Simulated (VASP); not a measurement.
The system is Sr.

```xyz
1
Lattice="-2.6216 2.6216 2.4355 2.6216 -2.6216 2.4355 2.6216 2.6216 -2.4355" Properties=species:S:1:pos:R:3 pbc="T T T"
Sr    0.0000    0.0000    0.0000
```

```yaml
Program: VASP 6.6.1
Task: relaxation of cell and atoms
Functional: PBEsol
Potentials_or_basis: VASP PAW PBE potentials, release 64 (Sr_sv)
Cutoff: 600 eV
k_mesh: 12 × 12 × 12
Occupations: gaussian, width 0.1 eV
Spin: no spin polarisation
```

At the start: pressure -2.1 GPa; volume 66.96 Å³/atom.

Task: Where does the relaxation end?

Result: Over 12 steps the energy falls by 127.3 meV/atom and the volume is 50.98 Å³/atom (-23.9 %); space group I4/mmm (No. 139, to 0.1 Å) before, Im-3m (No. 229, to 0.1 Å).

Step by step:
```csv
step,energy change (eV),largest force (eV/Å),pressure (GPa),volume (Å³)
1,0.0000,0.0000,-2.06,66.96
2,-0.0871,0.0000,-1.35,58.95
3,-0.1221,0.0000,-0.35,52.69
4,-0.1238,0.0000,0.06,50.87
5,-0.1239,0.0000,-0.01,51.17
6,-0.1247,0.0000,-0.01,51.11
7,-0.1264,0.0000,0.02,50.94
8,-0.1270,0.0000,0.12,50.52
9,-0.1272,0.0000,0.09,50.64
10,-0.1272,0.0000,0.08,50.66
11,-0.1273,0.0000,-0.05,51.20
12,-0.1273,0.0000,0.00,50.98
```

Final structure:
```xyz
1
Lattice="-2.3372 2.3372 2.3334 2.3372 -2.3372 2.3334 2.3372 2.3372 -2.3334" Properties=species:S:1:pos:R:3 pbc="T T T"
Sr    0.0000    0.0000    0.0000
```

Caveat: the volume moved by over 15 % at a fixed basis, so the end points are rough; the PAW data sets were made with another functional, which shifts forces and pressure a little.
